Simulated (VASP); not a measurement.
# Ga4SeS (F-43m) in VASP: notebook, part 2 of 2

VASP 6.6.1. The steps go on from the part before.

**4. Single point, PBE**

This run uses another cell than the first one, of 33.55 Å³/atom.

File INCAR:

```
PREC = Accurate
ENCUT = 520
EDIFF = 1E-6
ISMEAR = 0
SIGMA = 0.02
LREAL = F
LASPH = T
NELM = 80
ALGO = Normal
ISIF = 2
LWAVE = F
LCHARG = F
GGA = PE
NBANDS = 41
```

File KPOINTS:

```
regular mesh
0
Gamma
  6 6 6
```

File POSCAR:

```
Ga4SeS
1.0
    0.0000000000      4.6518279721      4.6518279721
    4.6518279721      0.0000000000      4.6518279721
    4.6518279721      4.6518279721      0.0000000000
Ga Se S
4 1 1
Direct
    0.8984334467      0.3046996600      0.8984334467
    0.8984334467      0.8984334467      0.8984334467
    0.3046996600      0.8984334467      0.8984334467
    0.8984334467      0.8984334467      0.3046996600
    0.2500000000      0.2500000000      0.2500000000
    0.7500000000      0.7500000000      0.7500000000
```

Potentials or basis: VASP PAW PBE potentials, release 64 (Ga_d, Se, S).

The run is started by

```bash
> cat potpaw_PBE.64/Ga_d/POTCAR potpaw_PBE.64/Se/POTCAR potpaw_PBE.64/S/POTCAR > POTCAR
> mpirun -np 1 vasp_std > vasp.out
```

OUTCAR:

```text
PREC = Accurate
   ENCUT = 520
   EDIFF = 1E-6
   ISMEAR = 0
   LREAL = F
   LASPH = T
   NELM = 80
   ISIF = 2
   GGA = PE

 ion  position               nearest neighbor table
   1  0.898  0.305  0.898-   6 2.39   3 2.67   4 2.67   2 2.67
   2  0.898  0.898  0.898-   6 2.39   3 2.67   4 2.67   1 2.67
   3  0.305  0.898  0.898-   6 2.39   2 2.67   4 2.67   1 2.67
   4  0.898  0.898  0.305-   6 2.39   2 2.67   3 2.67   1 2.67
   5  0.250  0.250  0.250-
   6  0.750  0.750  0.750-   1 2.39   3 2.39   4 2.39   2 2.39

  LATTYP: Found a face centered cubic cell.
 ALAT       =     9.3036559442

  Lattice vectors:

 A1 = (   0.0000000000,   4.6518279721,   4.6518279721)
 A2 = (   4.6518279721,   0.0000000000,   4.6518279721)
 A3 = (   4.6518279721,   4.6518279721,   0.0000000000)

Analysis of symmetry for initial positions (statically):
=====================================================================
 Subroutine PRICEL returns:
 Original cell was already a primitive cell.

 Routine SETGRP: Setting up the symmetry group for a
 face centered cubic supercell.

 Subroutine GETGRP returns: Found 24 space group operations
[... 169 lines left out ...]
 fundamental gap:      0.7430781277
 Fermi energy:         1.1873678380

 k-point     1 :       0.0000    0.0000    0.0000
  band No.  band energies     occupation
      1     -14.5823      2.00000
      2     -14.0943      2.00000
      3     -14.0943      2.00000
      4     -14.0943      2.00000
      5     -14.0685      2.00000
      6     -14.0685      2.00000
[... 693 lines left out ...]
     40       5.3974      0.00000
     41       6.4867      0.00000

------------------------ aborting loop because EDIFF is reached ----------------------------------------

  FORCE on cell =-STRESS in cart. coord.  units (eV):
  Direction    XX          YY          ZZ          XY          YZ          ZX
  --------------------------------------------------------------------------------------
  -------------------------------------------------------------------------------------
  Total        0.0840517      0.0840517      0.0840517      0.0000000      0.0000000      0.0000000
  in kB        0.6688923      0.6688923      0.6688923      0.0000000      0.0000000      0.0000000
  external PRESSURE =       0.6688923 kB  Pullay stress =       0.0000000 kB

 VOLUME and BASIS-vectors are now :
 -----------------------------------------------------------------------------
  energy-cutoff  :      520.00
  volume of cell :      201.33
      direct lattice vectors                 reciprocal lattice vectors
     0.000000000  4.651827972  4.651827972    -0.107484628  0.107484628  0.107484628
     4.651827972  0.000000000  4.651827972     0.107484628 -0.107484628  0.107484628
     4.651827972  4.651827972  0.000000000     0.107484628  0.107484628 -0.107484628

 POSITION                                       TOTAL-FORCE (eV/Angst)
 -----------------------------------------------------------------------------------
      5.59677      8.35872      5.59677        -0.008336      0.008336     -0.008336
      8.35872      8.35872      8.35872         0.008336      0.008336      0.008336
      8.35872      5.59677      5.59677         0.008336     -0.008336     -0.008336
      5.59677      5.59677      8.35872        -0.008336     -0.008336      0.008336
      2.32591      2.32591      2.32591         0.000000      0.000000      0.000000
      6.97774      6.97774      6.97774         0.000000      0.000000      0.000000
 -----------------------------------------------------------------------------------
    total drift:                               -0.000007     -0.000007     -0.000007

  FREE ENERGIE OF THE ION-ELECTRON SYSTEM (eV)
  ---------------------------------------------------
  free  energy   TOTEN  =       -17.9241398469 eV

  energy  without entropy=      -17.9241398469  energy(sigma->0) =      -17.92413985
```

stdout:

```text
POSCAR found type information on POSCAR GaSeS
 POSCAR found :  3 types and       6 ions
 scaLAPACK will be used
 LDA part: xc-table for (Slater+PW92), standard interpolation
 POSCAR, INCAR and KPOINTS ok, starting setup
 FFT: planning ... GRIDC
 FFT: planning ... GRID_SOFT
 FFT: planning ... GRID
 WAVECAR not read
 entering main loop
```

Run time: 99 s. Hardware: 1 thread of Intel Xeon 6975P-C (Granite Rapids), shared host; peak memory 0.4 GiB.

What came out:

* Free energy: -17.9241 eV
* Pressure: 0.1 GPa
* Largest force: 0.014 eV/Å
* Band gap on the k mesh: 0.74 eV (least direct gap 1.05 eV)

Forces in eV/Å, atoms in the order of the input:
```
Ga  -0.008  0.008 -0.008
Ga   0.008  0.008  0.008
Ga   0.008 -0.008 -0.008
Ga  -0.008 -0.008  0.008
Se   0.000  0.000  0.000
S    0.000  0.000  0.000
```

Caveat: semilocal functionals underestimate gaps, and a narrow one can read as zero.

**5. Relaxation of cell and atoms, PBE**

This run uses another cell than the first one, of 33.02 Å³/atom.

File INCAR:

```
PREC = Accurate ; ENCUT = 600
EDIFF = 1E-6 ; ISMEAR = 0
SIGMA = 0.02 ; LREAL = False
LASPH = True ; NELM = 80
ALGO = Normal ; ISIF = 3
LWAVE = False ; LCHARG = False
GGA = PE ; IBRION = 2
NSW = 100 ; EDIFFG = -0.01
```

File KPOINTS:

```
Automatic mesh
0
Gamma
  6 6 6
```

File POSCAR:

```
Ga4SeS
1.0
    0.0000000000      4.6268246704      4.6268246704
    4.6268246704      0.0000000000      4.6268246704
    4.6268246704      4.6268246704      0.0000000000
Ga Se S
4 1 1
Direct
    0.8985317054      0.3044048839      0.8985317054
    0.8985317054      0.8985317054      0.8985317054
    0.3044048839      0.8985317054      0.8985317054
    0.8985317054      0.8985317054      0.3044048839
    0.2500000000      0.2500000000      0.2500000000
    0.7500000000      0.7500000000      0.7500000000
```

The run is started by

```bash
> cat potpaw_PBE.64/Ga_d/POTCAR potpaw_PBE.64/Se/POTCAR potpaw_PBE.64/S/POTCAR > POTCAR
> mpirun -np 1 vasp_std > vasp.out
```

Run time: 9.4 min. Hardware: 1 thread of Intel Xeon 6975P-C (Granite Rapids), shared host; peak memory 0.51 GiB.

The run converged. Its results:

| Quantity | Value |
| --- | --- |
| Free energy | -17.9233 eV |
| Relaxed volume | 33.59 Å³/atom |
| Relaxed cell | a = 6.581 Å, b = 6.581 Å, c = 6.581 Å, α = 60.00°, β = 60.00°, γ = 60.00° |
| Space group after relaxing (to 0.1 Å) | F-43m (No. 216) |
| Energy gained by relaxing | 0.8 meV/atom |
| Ionic steps | 8 |
| Pressure after relaxing | 0.0 GPa |
| Largest force after relaxing | 0.008 eV/Å |
| Band gap on the k mesh | 0.75 eV (least direct gap 1.05 eV) |

Forces in eV/Å, atoms in the order of the input:
```
Ga   0.004 -0.004  0.004
Ga  -0.004 -0.004 -0.004
Ga  -0.004  0.004  0.004
Ga   0.004  0.004 -0.004
Se   0.000  0.000  0.000
S    0.000  0.000  0.000
```

The path:
| step | energy change (eV) | largest force (eV/Å) | pressure (GPa) | volume (Å³) |
| --- | --- | --- | --- | --- |
| 1 | 0.0000 | 0.0095 | 0.41 | 198.10 |
| 2 | -0.0040 | 0.0171 | 0.15 | 200.54 |
| 3 | -0.0044 | 0.0320 | -0.02 | 201.93 |
| 4 | -0.0044 | 0.0295 | 0.08 | 201.77 |
| 5 | -0.0044 | 0.0317 | -0.07 | 201.86 |
| 6 | -0.0045 | 0.0030 | 0.11 | 201.40 |
| 7 | -0.0045 | 0.0110 | -0.01 | 201.58 |
| 8 | -0.0045 | 0.0076 | 0.05 | 201.54 |

Final structure:
```xyz
6
Lattice="0.0000 4.6534 4.6534 4.6534 0.0000 4.6534 4.6534 4.6534 0.0000" Properties=species:S:1:pos:R:3 pbc="T T T"
Ga    5.5981    8.3622    5.5981
Ga    8.3622    8.3622    8.3622
Ga    8.3622    5.5981    5.5981
Ga    5.5981    5.5981    8.3622
Se    2.3267    2.3267    2.3267
S     6.9802    6.9802    6.9802
```

Levels at points of the mesh, in eV from the valence-band top:
```
           k point  band 28  band 29  band 30  band 31  band 32  band 33  band 34  band 35  band 36  band 37
(0.00, 0.00, 0.00)    -2.72    -2.72    -0.48    -0.48    -0.48     0.75     0.75     1.10     3.73     3.73
(0.50, 0.00, 0.00)    -2.43    -2.43    -0.42    -0.42     0.00     1.10     1.38     1.38     2.75     2.75
(0.50, 0.50, 0.00)    -1.91    -1.91    -0.66    -0.15    -0.15     0.90     1.14     1.95     2.17     2.17
```

Caveat: semilocal functionals underestimate gaps, and a narrow one can read as zero.

**6. Overview**

```tsv
task	cell	k mesh	cutoff (eV)	smearing	gap on the mesh (eV)	pressure (GPa)	largest force (eV/Å)
single point	a = 4.798 Å, angles 60.0°, 6 atoms, atomic positions A	4 × 4 × 4	520	gaussian 0.1 eV	none	470.9	128.07
single point	a = 6.543 Å, angles 60.0°, 6 atoms, atomic positions B	4 × 4 × 4	520	gaussian 0.1 eV	0.72	0.4	0.01
single point	a = 6.579 Å, angles 60.0°, 6 atoms, atomic positions C	6 × 6 × 6	520	gaussian 0.02 eV	0.74	0.1	0.01
relaxation of cell and atoms	relaxed from a = 6.543 Å, angles 60.0°, 6 atoms, atomic positions B	6 × 6 × 6	600	gaussian 0.02 eV	0.75	0.0	0.01
```

Alike in all rows: level PBE; potentials or basis VASP PAW PBE potentials, release 64 (Ga_d, Se, S); no spin polarisation.

Caveats: some runs use coarse meshes; semilocal functionals underestimate gaps, and a narrow one can read as zero (at least some runs); atoms lie so close that the PAW spheres overlap strongly, which falsifies energies and pressures (at least some runs); forces of over 1 eV/Å act on the atoms, so gaps and moduli don't describe the material at rest (at least some runs).

Absolute energies hang on the potentials; compare differences alone.

The gap in the log of VASP goes by the Fermi energy; the results here count the filled bands.